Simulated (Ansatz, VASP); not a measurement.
LiTiH6O2F6 in VASP and in Ansatz

INCAR

```
SYSTEM = LiTiH6O2F6
ALGO = Normal
EDIFF = 1E-8
ENCUT = 520
GGA = PE
ISIF = 2
ISMEAR = -1
ISPIN = 2
KPAR = 4
LASPH = .TRUE.
LCHARG = .FALSE.
LEFG = .TRUE.
LMAXMIX = 4
LORBIT = 11
LREAL = Auto
LWAVE = .FALSE.
MAGMOM = 0 1 0 0 0 0 0 0 0 0 0 0 0 0 0 0
NBANDS = 56
NELM = 150
PREC = Accurate
SIGMA = 0.02
```

KPOINTS

```
k-points
0
G
  5 5 4
  0 0 0
```

The input POSCAR:

```
LiTiH6O2F6
1.0
    5.0675734686     -3.0189020000      0.0000000000
    5.0675734686      3.0189020000      0.0000000000
   -0.0660868204      0.0000000000      5.6468274604
Li Ti H O F
1 1 6 2 6
Direct
    0.9613720000      0.0386280000      0.5000000000
    0.9890480000      0.0109520000      0.0000000000
    0.1592270000      0.3334910000      0.2734720000
    0.4920740000      0.1948500000      0.2746690000
    0.4745380000      0.6946660000      0.7295410000
    0.3053340000      0.5254620000      0.2704590000
    0.6665090000      0.8407730000      0.7265280000
    0.8051500000      0.5079260000      0.7253310000
    0.3193410000      0.3520090000      0.3180200000
    0.6479910000      0.6806590000      0.6819800000
    0.2598640000      0.7883400000      0.2254280000
    0.9392490000      0.2880730000      0.2347010000
    0.0184420000      0.2474380000      0.7615140000
    0.7525620000      0.9815580000      0.2384860000
    0.2116600000      0.7401360000      0.7745720000
    0.7119270000      0.0607510000      0.7652990000
```

Input for Ansatz:

```yaml
crystal:
  lattice:
    - [5.0675734686, -3.018902, 0.0]
    - [5.0675734686, 3.018902, 0.0]
    - [-0.0660868204, 0.0, 5.6468274604]
  atoms:
    - { symbol: Li, position: [0.961372, 0.038628, 0.5] }
    - { symbol: Ti, position: [0.989048, 0.010952, 0.0], spin: 1.0 }
    - { symbol: H, position: [0.159227, 0.333491, 0.273472] }
    - { symbol: H, position: [0.492074, 0.19485, 0.274669] }
    - { symbol: H, position: [0.474538, 0.694666, 0.729541] }
    - { symbol: H, position: [0.305334, 0.525462, 0.270459] }
    - { symbol: H, position: [0.666509, 0.840773, 0.726528] }
    - { symbol: H, position: [0.80515, 0.507926, 0.725331] }
    - { symbol: O, position: [0.319341, 0.352009, 0.31802] }
    - { symbol: O, position: [0.647991, 0.680659, 0.68198] }
    - { symbol: F, position: [0.259864, 0.78834, 0.225428] }
    - { symbol: F, position: [0.939249, 0.288073, 0.234701] }
    - { symbol: F, position: [0.018442, 0.247438, 0.761514] }
    - { symbol: F, position: [0.752562, 0.981558, 0.238486] }
    - { symbol: F, position: [0.21166, 0.740136, 0.774572] }
    - { symbol: F, position: [0.711927, 0.060751, 0.765299] }
magnetization:
  spin_polarized: true
kpoints:
  mp_grid: { grid: [5, 5, 4] }
scf:
  occupations: { method: fermi_dirac, width: 0.02 }
hamiltonian:
  xc: pbe
  pseudopotentials: { kind: paw }
output:
  forces: true
  stress: true
  populations: true
  efg:
    quadrupole_moments_barn: { Li: -0.0401, Ti: 0.247, H: 0.00285783, O: -0.02558 }
    contact_densities: true
  write_density: true
  write_potential: true
  elf: true
  volumetric_format: npy
```

Alike in both runs: task electric field gradients; functional PBE; k mesh 5 × 5 × 4; occupations fermi-dirac, width 0.02 eV; collinear spin.

```csv
,VASP,Ansatz
version,VASP 6.6.1,Ansatz 0.2.0
potentials or method,"VASP PAW PBE potentials, release 64 (Li_sv, Ti_sv, H, O, F)","plane-wave PAW, scalar-relativistic"
plane-wave cutoff (eV),520,420
valence electrons in the cell,75,75
```

VASP gave:

```
rms of the force components (eV/Å)                            : 0.026
net moment per atom (μB)                                      : 0.06
size of the moment on the site where the two differ most (μB) : 0.87
size of Vzz on the site where it differs most (V/Å²)          : 93.3
```

Task: Which values does Ansatz return?

Result: rms of the force components (eV/Å): 0.044; net moment per atom (μB): 0.06; size of the moment on the site where the two differ most (μB): 0.69; size of Vzz on the site where it differs most (V/Å²): 107.0.

Site moments also hang on the region over which each program counts them. Atom by atom the forces differ by 0.027 eV/Å (rms over components).

Noted on VASP's run: the cutoff is under 1.25 times that of the potentials, so the pressure is a little rough.
